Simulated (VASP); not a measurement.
# Ir (P6_3/mmc) in VASP: a series of runs, part 2 of 2

VASP 6.6.1.

### Step 3. Single point, PBE (volume scaled by 1.04)

INCAR

```
SYSTEM = Ir
ALGO = Normal
EDIFF = 1E-6
ENCUT = 520
GGA = PE
ISIF = 2
ISMEAR = -1
LASPH = .TRUE.
LCHARG = .FALSE.
LREAL = .FALSE.
LWAVE = .FALSE.
NBANDS = 16
NELM = 100
PREC = Accurate
SIGMA = 0.1
```

KPOINTS

```
k-points
0
G
  15 15 8
  0 0 0
```

POSCAR

```
Ir
1.0
    2.7847957309      0.0000000000      0.0000000000
   -1.3923978655      2.4117038473      0.0000000000
    0.0000000000      0.0000000000      4.5165992370
Ir
2
Direct
    0.3333333333      0.6666666667      0.2500000000
    0.6666666667      0.3333333333      0.7500000000
```

Potentials or basis: VASP PAW PBE potentials, release 64 (Ir).

Command:

```console
> cat potpaw_PBE.64/Ir/POTCAR > POTCAR
> mpirun -np 1 vasp_std > vasp.out
```

OUTCAR:

```text
SYSTEM = Ir
   EDIFF = 1E-6
   ENCUT = 520
   GGA = PE
   ISIF = 2
   ISMEAR = -1
   LASPH = .TRUE.
   LREAL = .FALSE.
   NELM = 100
   PREC = Accurate

 ion  position               nearest neighbor table
   1  0.333  0.667  0.250-   2 2.77   2 2.77   2 2.77   2 2.77   2 2.77   2 2.77
   2  0.667  0.333  0.750-   1 2.77   1 2.77   1 2.77   1 2.77   1 2.77   1 2.77

  LATTYP: Found a hexagonal cell.
 ALAT       =     2.7847957309
 C/A-ratio  =     1.6218781101

  Lattice vectors:

 A1 = (   2.7847957309,   0.0000000000,   0.0000000000)
 A2 = (  -1.3923978655,   2.4117038473,   0.0000000000)
 A3 = (   0.0000000000,   0.0000000000,   4.5165992370)

Analysis of symmetry for initial positions (statically):
=====================================================================
 Subroutine PRICEL returns:
 Original cell was already a primitive cell.

 Routine SETGRP: Setting up the symmetry group for a
 hexagonal supercell.

 Subroutine GETGRP returns: Found 24 space group operations
 (whereof 12 operations were pure point group operations)
 out of a pool of 24 trial point group operations.

The static configuration has the point symmetry D_3d.
 The point group associated with its full space group is D_6h.

Analysis of symmetry for dynamics (positions and initial velocities):
=====================================================================
 Subroutine PRICEL returns:
 Original cell was already a primitive cell.

 Routine SETGRP: Setting up the symmetry group for a
 hexagonal supercell.

 Subroutine GETGRP returns: Found 24 space group operations
 (whereof 12 operations were pure point group operations)
 out of a pool of 24 trial point group operations.

The dynamic configuration has the point symmetry D_3d.
 The point group associated with its full space group is D_6h.

 Subroutine INISYM returns: Found 24 space group operations
 (whereof 12 operations are pure point group operations),
 and found     1 'primitive' translations

----------------------------------------------------------------------------------------

                                     Primitive cell

  volume of cell :      30.3339

  direct lattice vectors                    reciprocal lattice vectors
     2.784795731  0.000000000  0.000000000     0.359092765  0.207322305  0.000000000
    -1.392397865  2.411703847  0.000000000     0.000000000  0.414644610  0.000000000
     0.000000000  0.000000000  4.516599237     0.000000000  0.000000000  0.221405519

  length of vectors
     2.784795731  2.784795731  4.516599237     0.414644610  0.414644610  0.221405519

  position of ions in fractional coordinates (direct lattice)
     0.333333333  0.666666667  0.250000000
     0.666666667  0.333333333  0.750000000

  ion indices of the primitive-cell ions
   primitive index   ion index
                 1           1
                 2           2

----------------------------------------------------------------------------------------

 KPOINTS: k-points

Automatic generation of k-mesh.
 Grid dimensions read from file:
 generate k-points for:   15   15    8

 Generating k-lattice:

  Cartesian coordinates                     Fractional coordinates (reciprocal lattice)
     0.023939518  0.013821487  0.000000000     0.066666667  0.000000000  0.000000000
     0.000000000  0.027642974  0.000000000     0.000000000  0.066666667  0.000000000
     0.000000000  0.000000000  0.027675690     0.000000000  0.000000000  0.125000000

  Length of vectors
     0.027642974  0.027642974  0.027675690

  Shift w.r.t. Gamma in fractional coordinates (k-lattice)
     0.000000000  0.000000000  0.000000000

 Subroutine IBZKPT returns following result:
 ===========================================

 Found    135 irreducible k-points:

 Following reciprocal coordinates:
            Coordinates               Weight
  0.000000  0.000000  0.000000      1.000000
  0.066667  0.000000  0.000000      6.000000
  0.133333  0.000000  0.000000      6.000000
  0.200000  0.000000  0.000000      6.000000
  0.266667  0.000000  0.000000      6.000000
  0.333333 -0.000000  0.000000      6.000000
[... 16 lines left out ...]
  0.333333  0.200000  0.000000     12.000000
  0.400000  0.200000  0.000000      6.000000
 [... further k-points ...]
   k-points           NKPTS =    135   k-points in BZ     NKDIM =    135   number of bands    NBANDS=     16
   number of dos      NEDOS =    301   number of ions     NIONS =      2
   total plane-waves  NPLWV =  20736
   dimension x,y,z NGX =    24 NGY =   24 NGZ =   36
   dimension x,y,z NGXF=    48 NGYF=   48 NGZF=   72
   ions per type =               2
   NGX,Y,Z   is equivalent  to a cutoff of  14.33, 14.33, 13.25 a.u.
   NGXF,Y,Z  is equivalent  to a cutoff of  28.65, 28.65, 26.50 a.u.
 SYSTEM =  Ir
   PREC   = accura    normal or accurate (medium, high low for compatibility)
   ISTART =      0    job   : 0-new  1-cont  2-samecut
   ICHARG =      2    charge: 1-file 2-atom 10-const
   ISPIN  =      1    spin polarized calculation?
   LNONCOLLINEAR =      F non collinear calculations
   LSORBIT =      F    spin-orbit coupling
   LASPH  =      T    aspherical Exc in radial PAW
   ENCUT  =  520.0 eV  38.22 Ry    6.18 a.u.   5.18  5.18  8.40*2*pi/ulx,y,z
   NELM   =    100;   NELMIN=  2; NELMDL= -5     # of ELM steps
   EDIFF  = 0.1E-05   stopping-criterion for ELM
   LREAL  =      F    real-space projection
   EDIFFG = 0.1E-04   stopping-criterion for IOM
   NSW    =      0    number of steps for IOM
   IBRION =     -1    ionic relax: 0-MD 1-quasi-New 2-CG
   NFREE  =      0    steps in history (QN), initial steepest desc. (CG)
   ISIF   =      2    stress and relaxation
   ISYM   =      2    0-nonsym 1-usesym 2-fastsym
   POTIM  = 0.5000    time-step for ionic-motion
   TEBEG  =    0.0;   TEEND  =   0.0 temperature during run
   PSTRESS=    0.0 pullay stress
   NELECT =      18.0000    total number of electrons
   NUPDOWN=      -1.0000    fix difference up-down
   EMIN   =  10.00;   EMAX   =-10.00  energy-range for DOS
   EFERMI =   0.00;   METHOD = LEGACY
   ISMEAR =    -1;   SIGMA  =   0.10  broadening in eV -4-tet -1-fermi 0-gaus
   EFERMI_NEDOS =   21; number of points for ismear=-14 and -15
   IALGO  =     38    algorithm
   IMIX   =      4    mixing-type and parameters
     AMIX     =   0.40;   BMIX     =  1.00
     AMIX_MAG =   1.60;   BMIX_MAG =  1.00
  volume/ion in A,a.u.               =      15.17       102.35
  Fermi-wavevector in a.u.,A,eV,Ry     =   1.375697  2.599690 25.749590  1.892542
  Thomas-Fermi vector in A             =   2.501009
   LORBIT       =      0    0 simple, 1 ext, 2 COOP (PROOUT), +10 PAW based schemes
   GGA     = PE    functional components
   LHFCALC =     F    Hartree Fock is set to
   AEXX    =    0.0000 exact exchange contribution
   IVDW    =     0    specifies the selected vdW correction
   LEPSILON=     F    determine dielectric tensor
   LRPA    =     F    only Hartree local field effects (RPA)
 non-spin polarized calculation
  energy-cutoff  :      520.00
  volume of cell :       30.33
 maximum number of plane-waves:       833
 NGX is ok and might be reduce to    24
   NGX = 11   NGY = 11   NGZ = 17

 number of electron      18.0000001 magnetization

 Free energy of the ion-electron system (eV)
  ---------------------------------------------------
  ext. energy  EPLUGINS =         0.00000000
  ---------------------------------------------------
  free energy    TOTEN  =       -17.55140188 eV

  energy without entropy =      -17.46566135  energy(sigma->0) =      -17.50853162

 E-fermi :   9.3431     XC(G=0): -13.5754

 val. band max:        9.3367779629   @ k =   0.2000   0.2000   0.1250
 cond. band min:       9.3451730939   @ k =   0.1333   0.0667   0.5000
 fundamental gap:      0.0083951310
 Fermi energy:         9.3430607921

 k-point     1 :       0.0000    0.0000    0.0000
  band No.  band energies     occupation
      1      -1.1465      2.00000
      2       1.8739      2.00000
      3       5.7931      2.00000
      4       5.8925      2.00000
      5       5.8925      2.00000
      6       6.4787      2.00000
[... 8 lines left out ...]
     15      25.7659      0.00000
     16      26.6882      0.00000
[... 419 lines left out ...]
 k-point    24 :       0.4000    0.2000    0.0000
  band No.  band energies     occupation
      1       3.1863      2.00000
      2       3.3805      2.00000
      3       3.4338      2.00000
      4       5.2511      2.00000
      5       5.4132      2.00000
      6       5.8832      2.00000
[... 8 lines left out ...]
     15      20.8496      0.00000
     16      21.7128      0.00000

 [... further k-points ...]
[... 5 lines left out ...]
  --------------------------------------------------------------------------------------
  -------------------------------------------------------------------------------------
  Total       -2.2289587     -2.2289587     -2.3064006      0.0000000      0.0000000      0.0000000
  in kB     -117.7290740   -117.7290740   -121.8193959      0.0000000      0.0000000      0.0000000
  external PRESSURE =    -119.0925147 kB  Pullay stress =       0.0000000 kB

 VOLUME and BASIS-vectors are now :
 -----------------------------------------------------------------------------
  energy-cutoff  :      520.00
  volume of cell :       30.33
      direct lattice vectors                 reciprocal lattice vectors
     2.784795731  0.000000000  0.000000000     0.359092765  0.207322305  0.000000000
    -1.392397865  2.411703847  0.000000000     0.000000000  0.414644610  0.000000000
     0.000000000  0.000000000  4.516599237     0.000000000  0.000000000  0.221405519

 POSITION                                       TOTAL-FORCE (eV/Angst)
 -----------------------------------------------------------------------------------
     -0.00000      1.60780      1.12915         0.000000     -0.000000      0.000000
      1.39240      0.80390      3.38745        -0.000000      0.000000      0.000000
 -----------------------------------------------------------------------------------
    total drift:                               -0.000000      0.000000     -0.000000

  FREE ENERGIE OF THE ION-ELECTRON SYSTEM (eV)
  ---------------------------------------------------
  free  energy   TOTEN  =       -17.5514018838 eV

  energy  without entropy=      -17.4656613493  energy(sigma->0) =      -17.50853162
```

OSZICAR:

```text
N       E                     dE             d eps       ncg     rms          rms(c)
DAV:   1     0.141554207746E+03    0.14155E+03   -0.84989E+03  4320   0.112E+03
DAV:   2    -0.148328858461E+02   -0.15639E+03   -0.14021E+03  4320   0.304E+02
DAV:   3    -0.186494697860E+02   -0.38166E+01   -0.37509E+01  5896   0.562E+01
DAV:   4    -0.186919881590E+02   -0.42518E-01   -0.42498E-01  4952   0.507E+00
DAV:   5    -0.186931135448E+02   -0.11254E-02   -0.11254E-02  6056   0.847E-01    0.183E+01
DAV:   6    -0.177155507723E+02    0.97756E+00   -0.13375E+00  5384   0.148E+01    0.729E+00
DAV:   7    -0.175625900631E+02    0.15296E+00   -0.36124E-01  5784   0.722E+00    0.219E+00
DAV:   8    -0.175565952669E+02    0.59948E-02   -0.49052E-03  4872   0.604E-01    0.142E+00
DAV:   9    -0.175513893467E+02    0.52059E-02   -0.53201E-03  5504   0.899E-01    0.257E-02
DAV:  10    -0.175513964818E+02   -0.71351E-05   -0.38229E-05  6576   0.544E-02    0.107E-02
DAV:  11    -0.175514014424E+02   -0.49606E-05   -0.20560E-06  5320   0.121E-02    0.249E-03
DAV:  12    -0.175514018838E+02   -0.44140E-06   -0.96730E-08  3464   0.313E-03
   1 F= -.17551402E+02 E0= -.17508532E+02  d E =-.857405E-01
```

stdout:

```text
POSCAR found type information on POSCAR Ir
 POSCAR found :  1 types and       2 ions
 scaLAPACK will be used
 LDA part: xc-table for (Slater+PW92), standard interpolation
 POSCAR, INCAR and KPOINTS ok, starting setup
 FFT: planning ... GRIDC
 FFT: planning ... GRID_SOFT
 FFT: planning ... GRID
 WAVECAR not read
 entering main loop
```

Wall time 67 s (1 thread of Intel Xeon 6975P-C, shared host); peak memory 0.2 GiB.

Results:

| Quantity | Value |
| --- | --- |
| Free energy | -17.5514 eV |
| Pressure | -11.9 GPa |
| Band gap on the k mesh | zero (band 9 reaches 10.19 eV, above the bottom of band 10 at 7.28 eV) |

Stress tensor (GPa, compression positive):
```
-11.77   0.00   0.00
  0.00 -11.77   0.00
  0.00   0.00 -12.18
```

Caveat: spin-orbit coupling is left out, which moves the levels of the heavy elements.

### Step 4. Single point, PBE (volume scaled by 1.08)

INCAR

```
SYSTEM = Ir
  PREC = Accurate
  ENCUT = 520
  EDIFF = 1E-6
  ISMEAR = -1
  SIGMA = 0.1
  LREAL = .False.
  LASPH = .True.
  NELM = 60
  ALGO = Normal
  ISIF = 2
  LWAVE = .False.
  LCHARG = .False.
  GGA = PE
  NBANDS = 16
```

KPOINTS

```
Automatic mesh
0
Gamma
  15 15 8
  0 0 0
```

POSCAR

```
Ir
1.0
    2.8200500524      0.0000000000      0.0000000000
   -1.4100250262      2.4422349853      0.0000000000
    0.0000000000      0.0000000000      4.5737774492
Ir
2
Direct
    0.3333333333      0.6666666667      0.2500000000
    0.6666666667      0.3333333333      0.7500000000
```

Potentials or basis: VASP PAW PBE potentials, release 64 (Ir).

Command:

```console
> cat potpaw_PBE.64/Ir/POTCAR > POTCAR
> mpirun -np 1 vasp_std > vasp.out
```

OUTCAR:

```text
SYSTEM = Ir
   PREC = Accurate
   ENCUT = 520
   EDIFF = 1E-6
   ISMEAR = -1
   LREAL = .False.
   LASPH = .True.
   NELM = 60
   ISIF = 2
   GGA = PE

 ion  position               nearest neighbor table
   1  0.333  0.667  0.250-   2 2.81   2 2.81   2 2.81   2 2.81   2 2.81   2 2.81
   2  0.667  0.333  0.750-   1 2.81   1 2.81   1 2.81   1 2.81   1 2.81   1 2.81

  LATTYP: Found a hexagonal cell.
 ALAT       =     2.8200500524
 C/A-ratio  =     1.6218781100

  Lattice vectors:
[... 194 lines left out ...]
      5       5.4875      2.00000
      6       6.0365      2.00000
[... 433 lines left out ...]
      3       3.1554      2.00000
      4       4.8655      2.00000
      5       5.0340      2.00000
      6       5.4749      2.00000
[... 8 lines left out ...]
     15      19.8992      0.00000
     16      20.7073      0.00000

 [... further k-points ...]
[... 5 lines left out ...]
  --------------------------------------------------------------------------------------
  -------------------------------------------------------------------------------------
  Total       -4.1718115     -4.1718115     -4.2916070     -0.0000000     -0.0000000      0.0000000
  in kB     -212.1856286   -212.1856286   -218.2786393     -0.0000000     -0.0000000      0.0000000
  external PRESSURE =    -214.2166322 kB  Pullay stress =       0.0000000 kB

 VOLUME and BASIS-vectors are now :
 -----------------------------------------------------------------------------
  energy-cutoff  :      520.00
  volume of cell :       31.50
      direct lattice vectors                 reciprocal lattice vectors
     2.820050052  0.000000000  0.000000000     0.354603635  0.204730504  0.000000000
    -1.410025026  2.442234985  0.000000000     0.000000000  0.409461008  0.000000000
     0.000000000  0.000000000  4.573777449     0.000000000  0.000000000  0.218637660

 POSITION                                       TOTAL-FORCE (eV/Angst)
 -----------------------------------------------------------------------------------
     -0.00000      1.62816      1.14344         0.000000     -0.000000      0.000000
      1.41003      0.81408      3.43033        -0.000000      0.000000      0.000000
 -----------------------------------------------------------------------------------
    total drift:                               -0.000000      0.000000     -0.000000

  FREE ENERGIE OF THE ION-ELECTRON SYSTEM (eV)
  ---------------------------------------------------
  free  energy   TOTEN  =       -17.4291708919 eV

  energy  without entropy=      -17.3376439163  energy(sigma->0) =      -17.38340740
```

OSZICAR:

```text
N       E                     dE             d eps       ncg     rms          rms(c)
DAV:   1     0.136500633061E+03    0.13650E+03   -0.83386E+03  4320   0.111E+03
DAV:   2    -0.147556371196E+02   -0.15126E+03   -0.13545E+03  4328   0.299E+02
DAV:   3    -0.185601051896E+02   -0.38045E+01   -0.37386E+01  6024   0.554E+01
DAV:   4    -0.186004412505E+02   -0.40336E-01   -0.40322E-01  4816   0.495E+00
DAV:   5    -0.186015587571E+02   -0.11175E-02   -0.11175E-02  5992   0.861E-01    0.165E+01
DAV:   6    -0.175800749757E+02    0.10215E+01   -0.14850E+00  5264   0.154E+01    0.643E+00
DAV:   7    -0.174396927510E+02    0.14038E+00   -0.34730E-01  5752   0.698E+00    0.224E+00
DAV:   8    -0.174336770363E+02    0.60157E-02   -0.47104E-03  4840   0.588E-01    0.141E+00
DAV:   9    -0.174291573129E+02    0.45197E-02   -0.46278E-03  5392   0.832E-01    0.290E-02
DAV:  10    -0.174291652921E+02   -0.79792E-05   -0.36372E-05  6816   0.528E-02    0.107E-02
DAV:  11    -0.174291703643E+02   -0.50722E-05   -0.16202E-06  5128   0.109E-02    0.301E-03
DAV:  12    -0.174291708919E+02   -0.52761E-06   -0.89124E-08  3480   0.309E-03
   1 F= -.17429171E+02 E0= -.17383407E+02  d E =-.915270E-01
```

Run time: 64 s. Hardware: 1 thread of Intel Xeon 6975P-C, shared host; peak memory 0.2 GiB.

Results:

| Item | Value |
| --- | --- |
| Free energy | -17.4292 eV |
| Pressure | -21.4 GPa |
| Band gap on the k mesh | zero (band 9 reaches 9.52 eV, above the bottom of band 10 at 6.81 eV) |

Caveat: spin-orbit coupling is left out, which moves the levels of the heavy elements.

### Step 5. Summary

| cell | gap on the mesh (eV) | pressure (GPa) |
| --- | --- | --- |
| a = 2.749, b = 2.749, c = 4.458 Å, angles 90.0, 90.0, 120.0°, 2 atoms | none | 0.3 |
| a = 2.785, b = 2.785, c = 4.517 Å, angles 90.0, 90.0, 120.0°, 2 atoms | none | -11.9 |
| a = 2.820, b = 2.820, c = 4.574 Å, angles 90.0, 90.0, 120.0°, 2 atoms | none | -21.4 |

Alike in all rows: task single point; level PBE; potentials or basis VASP PAW PBE potentials, release 64 (Ir); no spin polarisation; k mesh 15 × 15 × 8; cutoff (eV) 520; smearing fermi-dirac 0.1 eV.

Caveats: spin-orbit coupling is left out, which moves the levels of the heavy elements.

Absolute energies hang on the potentials; compare differences alone.
